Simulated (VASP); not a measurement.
A run of VASP 6.6.1 is set up as follows.

File INCAR:

```
  PREC = Accurate
  ENCUT = 460
  EDIFF = 1E-8
  ISMEAR = -1
  SIGMA = 0.05
  LREAL = F
  LASPH = T
  NELM = 120
  ALGO = Normal
  ISIF = 2
  LWAVE = F
  LCHARG = F
  LEFG = T
  NBANDS = 20
  GGA_COMPAT = F
```

Contents of KPOINTS:

```
regular mesh
0
Gamma
  9 9 7
```

Contents of POSCAR:

```
KRh
1.0
    2.6833142247      0.0000000000      0.0000000000
    0.0000000000      2.6833142247      0.0000000000
    0.0000000000      0.0000000000      5.2238820139
K Rh
1 1
Direct
    0.0000000000      0.0000000000      0.0000000000
    0.5000000000      0.5000000000      0.5000000000
```

Potentials or basis: VASP PAW LDA potentials, release 64 (K_sv, Rh_sv_GW).

Run with:

```console
$ cat potpaw_LDA.64/K_sv/POTCAR potpaw_LDA.64/Rh_sv_GW/POTCAR > POTCAR
$ mpirun -np 1 vasp_std > vasp.out
```

(1) Estimate the band gap on the k mesh.

(2) Predict the pressure.

## Answers

(1) zero (bands 13 and 14 overlap by 1.96 eV).

(2) -0.4 GPa.

Caveat: without QUAD_EFG the Cq values of the log hold for a quadrupole moment of 1 mb, not for the nuclei.
